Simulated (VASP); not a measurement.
Input of a VASP 6.6.1 run:

INCAR

```
SYSTEM = K
ALGO = Normal
EDIFF = 1E-7
ENCUT = 520
GGA = PE
ISIF = 2
ISMEAR = -1
LASPH = .TRUE.
LCHARG = .FALSE.
LREAL = .FALSE.
LWAVE = .FALSE.
NBANDS = 10
NELM = 100
PREC = Accurate
SIGMA = 0.08
```

File KPOINTS:

```
k-points
0
G
  10 10 9
  0 0 0
```

POSCAR

```
K
1.0
    4.0401355416      0.0000000000      0.0000000000
   -2.0200677708      3.4988600137      0.0000000000
    0.0000000000      0.0000000000      3.7977274091
K
1
Direct
    0.0000000000      0.0000000000      0.0000000000
```

Potentials or basis: VASP PAW PBE potentials, release 64 (K_sv).

The run is started by

```bash
$ cat potpaw_PBE.64/K_sv/POTCAR > POTCAR
$ mpirun -np 1 vasp_std > vasp.out
```

(1) What does it give for the pressure?

Results:

(1) 2.2 GPa.
